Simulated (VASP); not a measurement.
# Zr (Fm-3m) in VASP: single point with r2SCAN

Aim: the single point of Zr with r2SCAN.

All numbers are computed with VASP 6.6.1; they aren't measurements. Logs are shortened: lines on timing, memory, paths and dates and some standing lists are left out, and cuts for length are marked.

### 1 The cell of the first run

It takes space group Fm-3m (No. 225, cubic). The conventional cell has a = 4.510 Å, b = 4.510 Å, c = 4.510 Å, α = 90.00°, β = 90.00°, γ = 90.00°. Zr (site symmetry m-3m) has 12 Zr at 3.19 Å within 4.2 Å.

### 2 Single point, r2SCAN

Contents of POSCAR:

```
Zr
1.0
    0.0000000000      2.2550000000      2.2550000000
    2.2550000000      0.0000000000      2.2550000000
    2.2550000000      2.2550000000      0.0000000000
Zr
1
Direct
    0.0000000000      0.0000000000      0.0000000000
```

Contents of INCAR.step1:

```
SYSTEM = Zr
ALGO = Normal
EDIFF = 1E-5
ENCUT = 550
GGA = PE
GGA_COMPAT = .False.
ISMEAR = 0
LASPH = .True.
LCHARG = .False.
LREAL = .False.
LWAVE = .True.
NBANDS = 12
NELM = 120
PREC = Accurate
SIGMA = 0.1
```

Contents of INCAR.step2:

```
SYSTEM = Zr
ALGO = Normal
EDIFF = 1E-6
ENCUT = 550
GGA_COMPAT = .False.
ISIF = 2
ISMEAR = 0
ISTART = 1
LASPH = .True.
LCHARG = .False.
LMIXTAU = .True.
LREAL = .False.
LWAVE = .False.
METAGGA = R2SCAN
NBANDS = 12
NELM = 120
PREC = Accurate
SIGMA = 0.1
```

Contents of KPOINTS:

```
k-points
0
Gamma
  8 8 8
  0 0 0
```

Potentials or basis: VASP PAW PBE potentials, release 64 (Zr_sv).

On the command line:

```console
$ cat potpaw_PBE.64/Zr_sv/POTCAR > POTCAR
$ cp INCAR.step1 INCAR
$ mpirun -np 1 vasp_std > vasp.out
$ cp INCAR.step2 INCAR
$ mpirun -np 1 vasp_std > vasp.out
```

OUTCAR:

```text
SYSTEM = Zr
   EDIFF = 1E-6
   ENCUT = 550
   ISIF = 2
   ISMEAR = 0
   ISTART = 1
   LASPH = .True.
   LREAL = .False.
   METAGGA = R2SCAN
   NELM = 120
   PREC = Accurate

 ion  position               nearest neighbor table
   1  0.000  0.000  0.000-

  LATTYP: Found a face centered cubic cell.
 ALAT       =     4.5100000000

  Lattice vectors:

 A1 = (   0.0000000000,   2.2550000000,   2.2550000000)
 A2 = (   2.2550000000,   0.0000000000,   2.2550000000)
 A3 = (   2.2550000000,   2.2550000000,   0.0000000000)

Analysis of symmetry for initial positions (statically):
=====================================================================
 Subroutine PRICEL returns:
 Original cell was already a primitive cell.

 Routine SETGRP: Setting up the symmetry group for a
 face centered cubic supercell.

 Subroutine GETGRP returns: Found 48 space group operations
[... 9 lines left out ...]

 Routine SETGRP: Setting up the symmetry group for a
 face centered cubic supercell.

 Subroutine GETGRP returns: Found 48 space group operations
[... 11 lines left out ...]
                                     Primitive cell

  volume of cell :      22.9335

  direct lattice vectors                    reciprocal lattice vectors
     0.000000000  2.255000000  2.255000000    -0.221729490  0.221729490  0.221729490
     2.255000000  0.000000000  2.255000000     0.221729490 -0.221729490  0.221729490
     2.255000000  2.255000000  0.000000000     0.221729490  0.221729490 -0.221729490

  length of vectors
     3.189051583  3.189051583  3.189051583     0.384046742  0.384046742  0.384046742

  position of ions in fractional coordinates (direct lattice)
     0.000000000  0.000000000  0.000000000

  ion indices of the primitive-cell ions
   primitive index   ion index
                 1           1

----------------------------------------------------------------------------------------

 KPOINTS: k-points

Automatic generation of k-mesh.
 Grid dimensions read from file:
 generate k-points for:    8    8    8

 Generating k-lattice:

  Cartesian coordinates                     Fractional coordinates (reciprocal lattice)
    -0.027716186  0.027716186  0.027716186     0.125000000  0.000000000  0.000000000
     0.027716186 -0.027716186  0.027716186     0.000000000  0.125000000  0.000000000
     0.027716186  0.027716186 -0.027716186     0.000000000  0.000000000  0.125000000

  Length of vectors
     0.048005843  0.048005843  0.048005843

  Shift w.r.t. Gamma in fractional coordinates (k-lattice)
     0.000000000  0.000000000  0.000000000

 Subroutine IBZKPT returns following result:
 ===========================================

 Found     29 irreducible k-points:

 Following reciprocal coordinates:
            Coordinates               Weight
  0.000000  0.000000  0.000000      1.000000
  0.125000  0.000000  0.000000      8.000000
  0.250000  0.000000  0.000000      8.000000
  0.375000  0.000000  0.000000      8.000000
  0.500000  0.000000  0.000000      4.000000
  0.125000  0.125000  0.000000      6.000000
[... 16 lines left out ...]
  0.500000  0.250000  0.125000     48.000000
 -0.375000  0.250000  0.125000     24.000000
 [... further k-points ...]
   k-points           NKPTS =     29   k-points in BZ     NKDIM =     29   number of bands    NBANDS=     12
   number of dos      NEDOS =    301   number of ions     NIONS =      1
   total plane-waves  NPLWV =  13824
   dimension x,y,z NGX =    24 NGY =   24 NGZ =   24
   dimension x,y,z NGXF=    48 NGYF=   48 NGZF=   48
   ions per type =               1
   NGX,Y,Z   is equivalent  to a cutoff of  12.51, 12.51, 12.51 a.u.
   NGXF,Y,Z  is equivalent  to a cutoff of  25.02, 25.02, 25.02 a.u.
 SYSTEM =  Zr
   PREC   = accura    normal or accurate (medium, high low for compatibility)
   ISTART =      1    job   : 0-new  1-cont  2-samecut
   ICHARG =      0    charge: 1-file 2-atom 10-const
   ISPIN  =      1    spin polarized calculation?
   LNONCOLLINEAR =      F non collinear calculations
   LSORBIT =      F    spin-orbit coupling
   LASPH  =      T    aspherical Exc in radial PAW
   ENCUT  =  550.0 eV  40.42 Ry    6.36 a.u.   6.10  6.10  6.10*2*pi/ulx,y,z
   NELM   =    120;   NELMIN=  2; NELMDL=  0     # of ELM steps
   EDIFF  = 0.1E-05   stopping-criterion for ELM
   LREAL  =      F    real-space projection
   EDIFFG = 0.1E-04   stopping-criterion for IOM
   NSW    =      0    number of steps for IOM
   IBRION =     -1    ionic relax: 0-MD 1-quasi-New 2-CG
   NFREE  =      0    steps in history (QN), initial steepest desc. (CG)
   ISIF   =      2    stress and relaxation
   ISYM   =      2    0-nonsym 1-usesym 2-fastsym
   POTIM  = 0.5000    time-step for ionic-motion
   TEBEG  =    0.0;   TEEND  =   0.0 temperature during run
   PSTRESS=    0.0 pullay stress
   NELECT =      12.0000    total number of electrons
   NUPDOWN=      -1.0000    fix difference up-down
   EMIN   =  10.00;   EMAX   =-10.00  energy-range for DOS
   EFERMI =   0.00;   METHOD = LEGACY
   ISMEAR =     0;   SIGMA  =   0.10  broadening in eV -4-tet -1-fermi 0-gaus
   EFERMI_NEDOS =   21; number of points for ismear=-14 and -15
   IALGO  =     38    algorithm
   IMIX   =      4    mixing-type and parameters
     AMIX     =   0.40;   BMIX     =  1.00
     AMIX_MAG =   1.60;   BMIX_MAG =  1.00
  volume/ion in A,a.u.               =      22.93       154.76
  Fermi-wavevector in a.u.,A,eV,Ry     =   1.319204  2.492935 23.678216  1.740300
  Thomas-Fermi vector in A             =   2.449119
   LORBIT       =      0    0 simple, 1 ext, 2 COOP (PROOUT), +10 PAW based schemes
   METAGGA = R2SCAN    functional components
   LHFCALC =     F    Hartree Fock is set to
   AEXX    =    0.0000 exact exchange contribution
   IVDW    =     0    specifies the selected vdW correction
   LEPSILON=     F    determine dielectric tensor
   LRPA    =     F    only Hartree local field effects (RPA)
 non-spin polarized calculation
 Gauss-broadening in eV      SIGMA  =   0.10
  energy-cutoff  :      550.00
  volume of cell :       22.93
 maximum number of plane-waves:       692
   NGX = 13   NGY = 13   NGZ = 13

 number of electron      12.0000000 magnetization

 Free energy of the ion-electron system (eV)
  ---------------------------------------------------
  ext. energy  EPLUGINS =         0.00000000
  ---------------------------------------------------
  free energy    TOTEN  =       -22.69066835 eV

  energy without entropy =      -22.68008806  energy(sigma->0) =      -22.68537821

 E-fermi :   9.0978     XC(G=0): -12.0410

 val. band max:        9.0929631927   @ k =   0.2500   0.0000   0.0000
 cond. band min:       9.1042599040   @ k =   0.5000   0.2500   0.1250
 fundamental gap:      0.0112967113
 Fermi energy:         9.0978226284

 k-point     1 :       0.0000    0.0000    0.0000
  band No.  band energies     occupation
      1     -41.2783      2.00000
      2     -18.0562      2.00000
      3     -18.0561      2.00000
      4     -18.0561      2.00000
      5       3.1594      2.00000
      6      10.2142      0.00000
      7      10.2142      0.00000
      8      10.2142      0.00000
      9      12.8647      0.00000
     10      12.8647      0.00000
     11      19.9667      0.00000
     12      24.5951      0.00000

 k-point     2 :       0.1250    0.0000    0.0000
  band No.  band energies     occupation
      1     -41.2548      2.00000
      2     -18.2219      2.00000
      3     -18.0762      2.00000
      4     -18.0762      2.00000
      5       3.6792      2.00000
      6       9.7466      0.00000
      7      10.4341      0.00000
      8      10.4342      0.00000
      9      12.6573      0.00000
     10      12.6573      0.00000
     11      21.0196      0.00000
     12      22.9081      0.00000

 k-point     3 :       0.2500    0.0000    0.0000
  band No.  band energies     occupation
      1     -41.1977      2.00000
      2     -18.6073      2.00000
      3     -18.1243      2.00000
      4     -18.1243      2.00000
      5       4.9195      2.00000
      6       9.0930      1.05479
      7      10.5708      0.00000
      8      10.5708      0.00000
      9      12.8347      0.00000
     10      12.8347      0.00000
     11      20.5056      0.00000
     12      23.3726      0.00000

 k-point     4 :       0.3750    0.0000    0.0000
  band No.  band energies     occupation
      1     -41.1399      2.00000
      2     -18.9746      2.00000
      3     -18.1717      2.00000
      4     -18.1717      2.00000
      5       5.8239      2.00000
      6       9.4362      0.00000
      7      10.2300      0.00000
      8      10.2300      0.00000
      9      13.9511      0.00000
     10      13.9511      0.00000
     11      19.3397      0.00000
     12      21.7895      0.00000

 k-point     5 :       0.5000    0.0000    0.0000
  band No.  band energies     occupation
      1     -41.1157      2.00000
      2     -19.1221      2.00000
      3     -18.1912      2.00000
      4     -18.1912      2.00000
      5       5.9660      2.00000
      6      10.0456      0.00000
      7      10.0456      0.00000
      8      10.1133      0.00000
      9      14.6661      0.00000
     10      14.6661      0.00000
     11      19.4006      0.00000
     12      19.7763      0.00000

 k-point     6 :       0.1250    0.1250    0.0000
  band No.  band energies     occupation
      1     -41.2470      2.00000
      2     -18.2179      2.00000
      3     -18.1120      2.00000
      4     -18.1120      2.00000
      5       3.8508      2.00000
      6       9.4646      0.00000
      7      10.6298      0.00000
      8      10.6298      0.00000
      9      11.9782      0.00000
     10      13.0951      0.00000
     11      21.4495      0.00000
     12      23.6819      0.00000

 k-point     7 :       0.2500    0.1250    0.0000
  band No.  band energies     occupation
      1     -41.2012      2.00000
      2     -18.5025      2.00000
      3     -18.1709      2.00000
      4     -18.1556      2.00000
      5       4.8749      2.00000
      6       8.8094      1.99995
      7      10.5709      0.00000
      8      10.9862      0.00000
      9      11.9317      0.00000
     10      13.3823      0.00000
     11      22.0053      0.00000
     12      23.4516      0.00000

 k-point     8 :       0.3750    0.1250    0.0000
  band No.  band energies     occupation
      1     -41.1436      2.00000
      2     -18.8530      2.00000
      3     -18.2241      2.00000
      4     -18.2182      2.00000
      5       6.0271      2.00000
      6       8.6925      2.00000
      7       9.8696      0.00000
      8      10.8098      0.00000
      9      13.4005      0.00000
     10      14.2468      0.00000
     11      20.4049      0.00000
     12      22.7714      0.00000
[... 166 lines left out ...]
 k-point    20 :      -0.3750    0.3750    0.0000
  band No.  band energies     occupation
      1     -41.0670      2.00000
      2     -18.8802      2.00000
      3     -18.6689      2.00000
      4     -18.3498      2.00000
      5       6.8737      2.00000
      6       7.6056      2.00000
      7      10.0343      0.00000
      8      12.7548      0.00000
      9      14.3048      0.00000
     10      17.0089      0.00000
     11      18.4383      0.00000
     12      21.5553      0.00000

 k-point    21 :       0.5000    0.5000    0.0000
  band No.  band energies     occupation
      1     -41.0629      2.00000
      2     -19.0496      2.00000
      3     -18.4287      2.00000
      4     -18.4287      2.00000
      5       5.9183      2.00000
      6       6.7483      2.00000
      7      12.1841      0.00000
      8      14.7258      0.00000
      9      15.1589      0.00000
     10      15.1589      0.00000
     11      19.5246      0.00000
     12      19.5246      0.00000

 k-point    22 :       0.3750    0.2500    0.1250
  band No.  band energies     occupation
      1     -41.1551      2.00000
      2     -18.6963      2.00000
      3     -18.3211      2.00000
      4     -18.1888      2.00000
      5       5.9417      2.00000
      6       8.3165      2.00000
      7       9.7926      0.00000
      8      11.8517      0.00000
      9      11.9140      0.00000
     10      14.4003      0.00000
     11      22.0490      0.00000
     12      24.4006      0.00000

 k-point    23 :       0.5000    0.2500    0.1250
  band No.  band energies     occupation
      1     -41.1085      2.00000
      2     -18.8914      2.00000
      3     -18.4382      2.00000
      4     -18.2478      2.00000
      5       6.9322      2.00000
      6       8.3505      2.00000
      7       9.1043      0.92746
      8      11.4509      0.00000
      9      13.4040      0.00000
     10      15.7788      0.00000
     11      20.1808      0.00000
     12      22.8753      0.00000

 k-point    24 :      -0.3750    0.2500    0.1250
  band No.  band energies     occupation
      1     -41.0891      2.00000
      2     -18.9746      2.00000
      3     -18.4752      2.00000
      4     -18.2799      2.00000
      5       7.1721      2.00000
      6       8.2179      2.00000
      7       9.4671      0.00000
      8      11.2043      0.00000
      9      14.2574      0.00000
     10      16.5285      0.00000
     11      18.5122      0.00000
     12      22.4453      0.00000

 [... further k-points ...]
[... 5 lines left out ...]
  --------------------------------------------------------------------------------------
  -------------------------------------------------------------------------------------
  Total        0.1486713      0.1486713      0.1486713     -0.0000000      0.0000000      0.0000000
  in kB       10.3864720     10.3864720     10.3864720     -0.0000000      0.0000000      0.0000000
  external PRESSURE =      10.3864720 kB  Pullay stress =       0.0000000 kB

 VOLUME and BASIS-vectors are now :
 -----------------------------------------------------------------------------
  energy-cutoff  :      550.00
  volume of cell :       22.93
      direct lattice vectors                 reciprocal lattice vectors
     0.000000000  2.255000000  2.255000000    -0.221729490  0.221729490  0.221729490
     2.255000000  0.000000000  2.255000000     0.221729490 -0.221729490  0.221729490
     2.255000000  2.255000000  0.000000000     0.221729490  0.221729490 -0.221729490

 POSITION                                       TOTAL-FORCE (eV/Angst)
 -----------------------------------------------------------------------------------
      0.00000      0.00000      0.00000        -0.000000      0.000000     -0.000000
 -----------------------------------------------------------------------------------
    total drift:                                0.000000      0.000000      0.000000

  FREE ENERGIE OF THE ION-ELECTRON SYSTEM (eV)
  ---------------------------------------------------
  free  energy   TOTEN  =       -22.6906683533 eV

  energy  without entropy=      -22.6800880598  energy(sigma->0) =      -22.68537821
```

It took 9.8 s on 1 thread of Intel Xeon 6975P-C (Granite Rapids), shared host; peak memory 0.14 GiB.

Results:

```
Free energy            : -22.6907 eV
Pressure               : 1.0 GPa
Band gap on the k mesh : zero (band 6 reaches 10.21 eV, above the bottom of band 7 at 8.64 eV)
```

Caveat: the PAW data sets were made with another functional, which shifts forces and pressure a little.
